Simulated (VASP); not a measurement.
Crystal: AlP.

```
Al P
1.0
     0.00000    2.73926    2.73926
     2.73926    0.00000    2.73926
     2.73926    2.73926    0.00000
Al P
1 1
Direct
  0.00000 0.00000 0.00000
  0.25000 0.25000 0.25000
```

Program: VASP 6.6.1. Alike in all runs: task single point; potentials or basis VASP PAW PBE potentials, release 64 (Al, P); no spin polarisation; cell as given.

Task: Order these runs on this cell by their pressure, lowest first.
A. level PBE; k mesh 4 × 4 × 4; cutoff (eV) 500; smearing gaussian 0.01 eV
B. level PBEsol; k mesh 6 × 6 × 6; cutoff (eV) 500; smearing methfessel-paxton 0.5 eV
C. level PBE-based screened hybrid with 100 % exact exchange; k mesh 4 × 4 × 4; cutoff (eV) 400; smearing gaussian 0.01 eV; grid for exact exchange (PRECFOCK) Normal; share of exact exchange 1; screening parameter 0.1 1/Å

Result: C (-5.0 GPa), B (-0.3 GPa), A (1.7 GPa).

Caveats: some runs use coarse meshes; the PAW data sets were made with another functional, which shifts forces and pressure a little (at least some runs); so wide a smearing shifts energies and pressures (at least some runs).
